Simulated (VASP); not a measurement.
Here is a VASP 6.6.1 calculation.

Contents of INCAR:

```
PREC = Accurate ; ENCUT = 750
EDIFF = 1E-6 ; ISMEAR = 0
SIGMA = 0.2 ; LREAL = False
LASPH = True ; NELM = 200
ALGO = Normal ; ISIF = 2
LWAVE = False ; LCHARG = False
GGA = PE ; NBANDS = 26
GGA_COMPAT = False ; LMAXMIX = 6
```

Contents of KPOINTS:

```
Automatic mesh
0
Gamma
  4 4 4
```

File POSCAR:

```
Li4TmGe
1.0
    5.2576249739      0.0000000000      0.0000000000
   -2.6288124869      4.5532367910      0.0000000000
    0.0000000000      0.0000000000      4.5786560843
Li Tm Ge
4 1 1
Direct
    0.0000000000      0.0000000000      0.0000000000
    0.3479223848      0.1739611924      0.5000000000
    0.8260388076      0.1739611924      0.5000000000
    0.8260388076      0.6520776152      0.5000000000
    0.3333333333      0.6666666667      0.0000000000
    0.6666666667      0.3333333333      0.0000000000
```

Potentials or basis: VASP PAW PBE potentials, release 64 (Li_sv, Tm_3, Ge_d), 4f in core.

Command:

```console
$ cat potpaw_PBE.64/Li_sv/POTCAR potpaw_PBE.64/Tm_3/POTCAR potpaw_PBE.64/Ge_d/POTCAR > POTCAR
$ mpirun -np 1 vasp_std > vasp.out
```

Question: Predict the band gap on the k mesh.

Answer: Zero (an odd number of electrons rules out a gap without spin polarisation).

Question: What does it give for the pressure?

Answer: 0.0 GPa.

Caveat: spin-orbit coupling is left out, which moves the levels of the heavy elements; the 4f electrons are frozen in the core, so they carry no moment and show no levels. Spin polarisation is off, so any magnetic state and its effect on volume and gap are missing.
